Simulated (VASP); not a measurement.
Set up this calculation in VASP 6.6.1, as the native input.

```yaml
Task: single point
Functional: r2SCAN
Dispersion: D4
Potentials_or_basis: VASP PAW PBE potentials, release 64 (Ga_d, N)
Cutoff: 520 eV
k_mesh: 12 × 12 × 4
Occupations: gaussian, width 0.01 eV
Spin: no spin polarisation
Dipole_correction: no
Further_INCAR_settings: ALGO = Normal; EDIFF = 1e-06; NBANDS = 26
```

Crystal: GaN.

```xyz
4
Lattice="3.1722 0.0000 0.0000 -1.5861 2.7472 0.0000 0.0000 0.0000 5.1660" Properties=species:S:1:pos:R:3 pbc="T T T"
Ga    0.0000    1.8315   -0.0044
Ga    1.5861    0.9157    2.5786
N     0.0000    1.8315    1.9417
N     1.5861    0.9157    4.5247
```

These files were run (other wordings do the same):

POSCAR

```
GaN
1.0
    3.1721935144      0.0000000000      0.0000000000
   -1.5860967572      2.7472001692      0.0000000000
    0.0000000000      0.0000000000      5.1660071114
Ga N
2 2
Direct
    0.3333333333      0.6666666667     -0.0008557501
    0.6666666667      0.3333333333      0.4991442499
    0.3333333333      0.6666666667      0.3758557501
    0.6666666667      0.3333333333      0.8758557501
```

INCAR.step1

```
PREC = Accurate ; ENCUT = 520
ISMEAR = 0 ; SIGMA = 0.01
LREAL = False ; LASPH = True
NELM = 100 ; NBANDS = 26
GGA = PE ; ALGO = Normal
EDIFF = 1E-4 ; LWAVE = True
LCHARG = False
```

INCAR.step2

```
PREC = Accurate ; ENCUT = 520
EDIFF = 1E-6 ; ISMEAR = 0
SIGMA = 0.01 ; LREAL = False
LASPH = True ; NELM = 100
ALGO = Normal ; ISIF = 2
LWAVE = False ; LCHARG = False
METAGGA = R2SCAN ; LMIXTAU = True
IVDW = 13 ; VDW_S6 = 1.0
VDW_S8 = 0.6018749 ; VDW_A1 = 0.51559235
VDW_A2 = 5.77342911 ; NBANDS = 26
ISTART = 1
```

KPOINTS

```
regular mesh
0
Gamma
  12 12 4
```

Potentials or basis: VASP PAW PBE potentials, release 64 (Ga_d, N).

The run is started by

```sh
$ cat potpaw_PBE.64/Ga_d/POTCAR potpaw_PBE.64/N/POTCAR > POTCAR
$ cp INCAR.step1 INCAR
$ mpirun -np 1 vasp_std > vasp.out
$ cp INCAR.step2 INCAR
$ mpirun -np 1 vasp_std > vasp.out
```

Results of the run:

```yaml
Pressure: 1.1 GPa
Band_gap_on_the_k_mesh: 2.41 eV, direct
Dispersion_energy_per_atom: -0.148 eV
```

Caveat: the PAW data sets were made with another functional, which shifts forces and pressure a little.

Run time: 4.3 min on 1 thread of AMD EPYC 7R43 64-Core Processor (Zen 3), on a shared host, peak memory 0.17 GiB.
